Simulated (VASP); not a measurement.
# SrVO3 in VASP: settings compared, part 3 of 3

VASP 6.6.1.

## (5) Single point, PBE+U, collinear spin, ferromagnetic start

This run uses another cell than the first one, of 11.85 Å³/atom.

INCAR reads:

```
SYSTEM = SrVO3
PREC = Accurate ; ENCUT = 520
EDIFF = 1E-7 ; ISMEAR = -1
SIGMA = 0.05 ; LREAL = .False.
LASPH = .True. ; NELM = 150
ALGO = Normal ; ISIF = 2
LWAVE = .False. ; LCHARG = .False.
ISPIN = 2 ; MAGMOM = 0 2 0 0 0
LORBIT = 11 ; LMAXMIX = 4
LDAU = .True. ; LDAUTYPE = 2
LDAUL = -1 2 -1 ; LDAUU = 0 4.5 0
LDAUJ = 0 0 0 ; LDAUPRINT = 1
GGA = PE ; NBANDS = 32
```

KPOINTS reads:

```
regular mesh
0
Gamma
  7 7 7
  0 0 0
```

POSCAR reads:

```
SrVO3
1.0
    3.8988797105     -0.0259511185      0.0259511185
   -0.0259511185      3.8988797105      0.0259511185
    0.0259511185      0.0259511185      3.8988797105
Sr V O
1 1 3
Direct
    0.5000000000      0.5000000000      0.5000000000
    0.0000000000      0.0000000000      0.0000000000
    0.0000000000      0.0000000000      0.5000000000
    0.0000000000      0.5000000000      0.0000000000
    0.5000000000      0.0000000000      0.0000000000
```

Started as:

```sh
$ cat potpaw_PBE.64/Sr_sv/POTCAR potpaw_PBE.64/V_sv/POTCAR potpaw_PBE.64/O/POTCAR > POTCAR
$ mpirun -np 1 vasp_std > vasp.out
```

Wall time 1.9 min (1 thread of Intel Xeon 6975P-C (Granite Rapids), shared host); peak memory 0.27 GiB.

The run converged. Its results:

* Free energy: -35.3483 eV
* Pressure: 3.0 GPa
* Band gap on the k mesh: 0.39 eV (least direct gap 1.40 eV)
* Net moment: 1.00 μB per cell
* Site moments: Sr +0.00; V +1.01; O -0.01 μB
* Valence electrons inside the program's atomic spheres: Sr 8.00; V 11.35; O 5.05

Stress tensor (GPa, compression positive):
```
 2.96  0.08 -0.08
 0.08  2.96 -0.08
-0.08 -0.08  2.96
```

Levels at points of the mesh, in eV from the valence-band top:
Spin up:
```tsv
k point	band 19	band 20	band 21	band 22	band 23	band 24
(0.00, 0.00, 0.00)	-1.09	-1.09	-1.01	0.39	0.39	2.13
```
Spin down:
```tsv
k point	band 16	band 17	band 18	band 19	band 20	band 21	band 22	band 23	band 24	band 25
(0.00, 0.00, 0.00)	-1.71	-1.71	-1.13	-1.13	-1.01	1.22	1.22	2.47	2.75	2.75
```

Eigenvalues of the final occupation matrices:
```
    site  spin  trace               eigenvalues
site 2 d     1   1.88  0.16 0.16 0.31 0.31 0.94
site 2 d     2   0.88  0.09 0.12 0.12 0.28 0.28
```

Caveat: semilocal functionals underestimate gaps, and a narrow one can read as zero. A k mesh can miss the band edges.

## (6) Relaxation of cell and atoms, PBE+U, collinear spin, ferromagnetic start

This run uses another cell than the first one, of 11.33 Å³/atom.

INCAR reads:

```
  ALGO = Normal
  EDIFF = 1E-6
  EDIFFG = -0.01
  ENCUT = 600
  GGA = PE
  IBRION = 2
  ISIF = 3
  ISMEAR = -1
  ISPIN = 2
  LASPH = T
  LCHARG = F
  LDAU = T
  LDAUJ = 0 0 0
  LDAUL = -1 2 -1
  LDAUPRINT = 1
  LDAUTYPE = 2
  LDAUU = 0 4.5 0
  LMAXMIX = 4
  LORBIT = 11
  LREAL = F
  LWAVE = F
  MAGMOM = 0 2 0 0 0
  NELM = 150
  NSW = 60
  PREC = Accurate
  SIGMA = 0.05
```

KPOINTS reads:

```
k-points
0
Gamma
  7 7 7
```

POSCAR, as its differences from that of step 5:

```diff
@@ -2,5 +2,5 @@
 1.0
-    3.8988797105     -0.0259511185      0.0259511185
-   -0.0259511185      3.8988797105      0.0259511185
-    0.0259511185      0.0259511185      3.8988797105
+    3.8409000000      0.0000000000      0.0000000000
+    0.0000000000      3.8409000000      0.0000000000
+    0.0000000000      0.0000000000      3.8409000000
 Sr V O
```

Potentials or basis: VASP PAW PBE potentials, release 64 (Sr_sv, V_sv, O).

Started as:

```sh
$ cat potpaw_PBE.64/Sr_sv/POTCAR potpaw_PBE.64/V_sv/POTCAR potpaw_PBE.64/O/POTCAR > POTCAR
$ mpirun -np 1 vasp_std > vasp.out
```

OUTCAR:

```text
EDIFF = 1E-6
   EDIFFG = -0.01
   ENCUT = 600
   GGA = PE
   IBRION = 2
   ISIF = 3
   ISMEAR = -1
   ISPIN = 2
   LASPH = T
   LORBIT = 11
   LREAL = F
   NELM = 150
   NSW = 60
   PREC = Accurate

 ion  position               nearest neighbor table
   1  0.500  0.500  0.500-   3 2.72   4 2.72   5 2.72   4 2.72   5 2.72   3 2.72   5 2.72   5 2.72
                             3 2.72   4 2.72   4 2.72   3 2.72   2 3.33   2 3.33   2 3.33   2 3.33
   2  0.000  0.000  0.000-   3 1.92   4 1.92   5 1.92   3 1.92   4 1.92   5 1.92   1 3.33   1 3.33
                             1 3.33   1 3.33   1 3.33   1 3.33   1 3.33   1 3.33
   3  0.000  0.000  0.500-   2 1.92   2 1.92   1 2.72   1 2.72   1 2.72   1 2.72
   4  0.000  0.500  0.000-   2 1.92   2 1.92   1 2.72   1 2.72   1 2.72   1 2.72
   5  0.500  0.000  0.000-   2 1.92   2 1.92   1 2.72   1 2.72   1 2.72   1 2.72

  LATTYP: Found a simple cubic cell.
 ALAT       =     3.8409000000

  Lattice vectors:

 A1 = (   3.8409000000,   0.0000000000,   0.0000000000)
 A2 = (   0.0000000000,   3.8409000000,   0.0000000000)
 A3 = (   0.0000000000,   0.0000000000,   3.8409000000)

Analysis of symmetry for initial positions (statically):
=====================================================================
 Subroutine PRICEL returns:
 Original cell was already a primitive cell.

 Routine SETGRP: Setting up the symmetry group for a
 simple cubic supercell.

 Subroutine GETGRP returns: Found 48 space group operations
 (whereof 48 operations were pure point group operations)
 out of a pool of 48 trial point group operations.

The static configuration has the point symmetry O_h .

Analysis of symmetry for dynamics (positions and initial velocities):
=====================================================================
 Subroutine PRICEL returns:
 Original cell was already a primitive cell.

 Routine SETGRP: Setting up the symmetry group for a
 simple cubic supercell.

[... 272 lines left out ...]
  o =  0.0919  v =  0.0000  0.0000  0.0000  0.0000  0.0000  0.0000 -0.1813  0.0000  0.9834  0.0000      0.0000  0.0000  0.0000  0.0000  0.0000  0.0000  0.0000  0.0000  0.0000  0.0000
  o =  0.2647  v =  0.0000  0.0000  0.0000  0.0000  0.0000  0.0000 -0.0000  0.0692 -0.0000  0.9976      0.0000  0.0000  0.0000  0.0000  0.0000  0.0000  0.0000  0.0000  0.0000  0.0000
  o =  0.2647  v =  0.0000  0.0000  0.0000  0.0000  0.0000  0.0000  0.0000 -0.9976  0.0000  0.0692      0.0000  0.0000  0.0000  0.0000  0.0000  0.0000  0.0000  0.0000  0.0000  0.0000
  o =  0.2969  v =  0.0000  0.0000 -0.0443 -0.0000  0.9990  0.0000  0.0000  0.0000  0.0000  0.0000      0.0000  0.0000  0.0000  0.0000  0.0000  0.0000  0.0000  0.0000  0.0000  0.0000
  o =  0.2969  v =  0.0000 -0.0000 -0.9990  0.0000 -0.0443  0.0000  0.0000  0.0000  0.0000  0.0000      0.0000  0.0000  0.0000  0.0000  0.0000  0.0000  0.0000  0.0000  0.0000  0.0000
  o =  0.4649  v =  1.0000  0.0000  0.0000  0.0000  0.0000  0.0000  0.0000  0.0000  0.0000  0.0000      0.0000  0.0000  0.0000  0.0000  0.0000  0.0000  0.0000  0.0000  0.0000  0.0000
  o =  0.4649  v =  0.0000  0.9224 -0.0000 -0.3862 -0.0000  0.0000  0.0000  0.0000  0.0000  0.0000      0.0000  0.0000  0.0000  0.0000  0.0000  0.0000  0.0000  0.0000  0.0000  0.0000
  o =  0.4649  v =  0.0000  0.3862  0.0000  0.9224 -0.0000  0.0000  0.0000  0.0000  0.0000  0.0000      0.0000  0.0000  0.0000  0.0000  0.0000  0.0000  0.0000  0.0000  0.0000  0.0000

--------------------------------------- Ionic step        3  -------------------------------------------

 number of electron      40.9999986 magnetization       1.0000000

 Free energy of the ion-electron system (eV)
  ---------------------------------------------------
  ext. energy  EPLUGINS =         0.00000000
  ---------------------------------------------------
  free energy    TOTEN  =       -35.00017205 eV

  energy without entropy =      -34.97739243  energy(sigma->0) =      -34.98878224

 E-fermi :   5.3652     XC(G=0): -11.2895

 val. band max:        5.3489060136   @ k =   0.2857   0.2857   0.0000
 cond. band min:       5.3671242378   @ k =   0.2857   0.1429   0.1429
 fundamental gap:      0.0182182242
 Fermi energy:         5.3651702286

 spin component 1

 k-point     1 :       0.0000    0.0000    0.0000
  band No.  band energies     occupation
      1     -61.3499      1.00000
      2     -35.1276      1.00000
      3     -35.1276      1.00000
      4     -35.1276      1.00000
      5     -28.7586      1.00000
      6     -13.5592      1.00000
[... 549 lines left out ...]
     24      10.6176      0.00000
     25      10.6177      0.00000
 Fermi energy:         5.3651702286

 spin component 2

 k-point     1 :       0.0000    0.0000    0.0000
  band No.  band energies     occupation
      1     -60.0923      1.00000
      2     -33.8863      1.00000
      3     -33.8863      1.00000
      4     -33.8863      1.00000
      5     -28.7614      1.00000
      6     -13.6440      1.00000
[... 581 lines left out ...]
  FREE ENERGIE OF THE ION-ELECTRON SYSTEM (eV)
  ---------------------------------------------------
  free  energy   TOTEN  =       -35.0001720535 eV

  energy  without entropy=      -34.9773924345  energy(sigma->0) =      -34.98878224

 reached required accuracy - stopping structural energy minimisation

 total charge

# of ion       s       p       d       tot
------------------------------------------
    1        1.998   5.793   0.198   7.990
    2        2.276   6.324   2.762  11.362
    3        1.559   3.478   0.000   5.037
    4        1.559   3.478   0.000   5.037
    5        1.559   3.478   0.000   5.037
--------------------------------------------------
tot          8.950  22.551   2.961  34.462

 magnetization (x)

# of ion       s       p       d       tot
------------------------------------------
    1       -0.001  -0.002   0.001  -0.002
    2        0.010   0.011   1.180   1.201
    3       -0.002  -0.076   0.000  -0.078
    4       -0.002  -0.076   0.000  -0.078
    5       -0.002  -0.076   0.000  -0.078
--------------------------------------------------
tot          0.002  -0.219   1.180   0.964
```

Run time: 66 s. Hardware: 1 thread of Intel Xeon 6975P-C (Granite Rapids), shared host; peak memory 0.25 GiB.

Results:

| Item | Value |
| --- | --- |
| Free energy | -35.0002 eV |
| Relaxed volume | 11.94 Å³/atom |
| Relaxed cell | a = 3.908 Å, b = 3.908 Å, c = 3.908 Å, α = 90.00°, β = 90.00°, γ = 90.00° |
| Space group after relaxing (to 0.1 Å) | Pm-3m (No. 221) |
| Energy gained by relaxing | 17.1 meV/atom |
| Ionic steps | 3 |
| Pressure after relaxing | 0.0 GPa |
| Band gap on the k mesh | zero (filled and empty bands overlap) |
| Net moment | 1.00 μB per cell |
| Site moments | Sr -0.00; V +1.20; O -0.08 μB |
| Valence electrons inside the program's atomic spheres | Sr 7.99; V 11.36; O 5.04 |

The path:
```
step  energy change (eV)  largest force (eV/Å)  pressure (GPa)  volume (Å³)
   1              0.0000                0.0000            9.58        56.66
   2             -0.0268                0.0000           -6.65        62.40
   3             -0.0856                0.0000           -0.01        59.69
```

Final structure:
```
Sr V O
1.0
     3.90809    0.00000    0.00000
     0.00000    3.90809    0.00000
     0.00000    0.00000    3.90809
Sr V O
1 1 3
Direct
  0.50000 0.50000 0.50000
  0.00000 0.00000 0.00000
  0.00000 0.00000 0.50000
  0.00000 0.50000 0.00000
  0.50000 0.00000 0.00000
```

Levels at points of the mesh, in eV from the Fermi level:
Spin up:
| k point | band 18 | band 19 | band 20 | band 21 | band 22 | band 23 | band 24 | band 25 |
| --- | --- | --- | --- | --- | --- | --- | --- | --- |
| (0.00, 0.00, 0.00) | -1.76 | -1.76 | -1.76 | -1.49 | -1.49 | -1.49 | 1.51 | 1.51 |
Spin down:
```
           k point  band 18  band 19  band 20  band 21  band 22  band 23
(0.00, 0.00, 0.00)    -1.89    -1.89    -1.89     1.31     1.31     1.31
```

Eigenvalues of the final occupation matrices:
| site | spin | trace | eigenvalues |
| --- | --- | --- | --- |
| site 2 d | 1 | 1.99 | 0.30 0.30 0.46 0.46 0.46 |
| site 2 d | 2 | 0.81 | 0.09 0.09 0.09 0.26 0.26 |

## (7) The runs side by side

| task | level | potentials or basis | cell | cutoff (eV) | gap on the mesh (eV) | pressure (GPa) | moment (μB) | relaxed volume (Å³/atom) |
| --- | --- | --- | --- | --- | --- | --- | --- | --- |
| single point | LDA+U | VASP PAW LDA potentials, release 64 (Sr_sv, V_sv, O) | a = 3.811 Å, angles 89.3, 89.3, 90.7°, 5 atoms | 520 | none | 1.7 | 1.00 | - |
| relaxation of cell and atoms | LDA+U | VASP PAW LDA potentials, release 64 (Sr_sv, V_sv, O) | relaxed from a = 3.841 Å, 5 atoms | 600 | none | 0.0 | 1.00 | 11.14 |
| relaxation of cell and atoms | r2SCAN+U | VASP PAW PBE potentials, release 64 (Sr_sv, V_sv, O) | relaxed from a = 3.841 Å, 5 atoms | 600 | none | 0.0 | 1.00 | 11.67 |
| single point | PBE+U | VASP PAW PBE potentials, release 64 (Sr_sv, V_sv, O) | a = 3.899 Å, angles 89.2, 89.2, 90.8°, 5 atoms | 520 | 0.39 | 3.0 | 1.00 | - |
| relaxation of cell and atoms | PBE+U | VASP PAW PBE potentials, release 64 (Sr_sv, V_sv, O) | relaxed from a = 3.841 Å, 5 atoms | 600 | none | 0.0 | 1.00 | 11.94 |

Alike in all rows: spin collinear, ferromagnetic start; V d U = 4.5 eV; k mesh 7 × 7 × 7; smearing fermi-dirac 0.05 eV.

Caveats: the PAW data sets were made with another functional, which shifts forces and pressure a little (at least some runs); semilocal functionals underestimate gaps, and a narrow one can read as zero (at least some runs).

Total energies depend on the potentials used, so only differences within one code and one set of settings carry meaning.

The gap in the log of VASP goes by the Fermi energy; the results here count the filled bands.